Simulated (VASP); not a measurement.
Wanted: the native input for a VASP 6.6.1 run.

```yaml
Task: single point
Functional: PBEsol
Potentials_or_basis: VASP PAW PBE potentials, release 64 (Cd, Te)
Cutoff: 520 eV
k_mesh: 10 × 8 × 10
Occupations: gaussian, width 0.1 eV
Spin: no spin polarisation
Dipole_correction: no
Further_INCAR_settings: ALGO = Normal; EDIFF = 1e-07; NBANDS = 26
```

The structure of CdTe lies in POSCAR:

```
CdTe
1.0
    4.1300711097      0.0000000000      0.0000000000
    0.0000000000      5.8389707771      0.0000000000
    0.0000000000      0.0000000000      4.1297193831
Cd Te
2 2
Direct
    0.5000000000      0.5000000000      0.2430260000
    0.0000000000      0.0000000000      0.7569740000
    0.5000000000      0.0000000000      0.2551630000
    0.0000000000      0.5000000000      0.7448370000
```

This cell differs from its parent crystal: S replaced by Te, lengths x 1.080, strained.

One way to write it, as run:

INCAR

```
SYSTEM = CdTe
ALGO = Normal
EDIFF = 1E-7
ENCUT = 520
GGA = PS
ISIF = 2
ISMEAR = 0
LASPH = .TRUE.
LCHARG = .FALSE.
LREAL = .FALSE.
LWAVE = .FALSE.
NBANDS = 26
NELM = 60
PREC = Accurate
SIGMA = 0.1
```

KPOINTS

```
k-points
0
G
  10 8 10
  0 0 0
```

Potentials or basis: VASP PAW PBE potentials, release 64 (Cd, Te).

Launch:

```bash
$ cat potpaw_PBE.64/Cd/POTCAR potpaw_PBE.64/Te/POTCAR > POTCAR
$ mpirun -np 1 vasp_std > vasp.out
```

It gave:

```yaml
Pressure: 5.9 GPa
Largest_force: 0.013 eV/Å
Band_gap_on_the_k_mesh: zero (bands 18 and 19 overlap by 1.57 eV)
```

Caveat: the cell differs from its parent crystal (S replaced by Te, lengths x 1.080, strained); the cell stands under pressure; the PAW data sets were made with another functional, which shifts forces and pressure a little; spin-orbit coupling is left out, which moves the levels of the heavy elements.

It took 5.3 min on 1 thread of Intel(R) Xeon(R) Platinum 8259CL CPU @ 2.50GHz (Skylake/Cascade Lake) (shared host), peak memory 0.51 GiB.
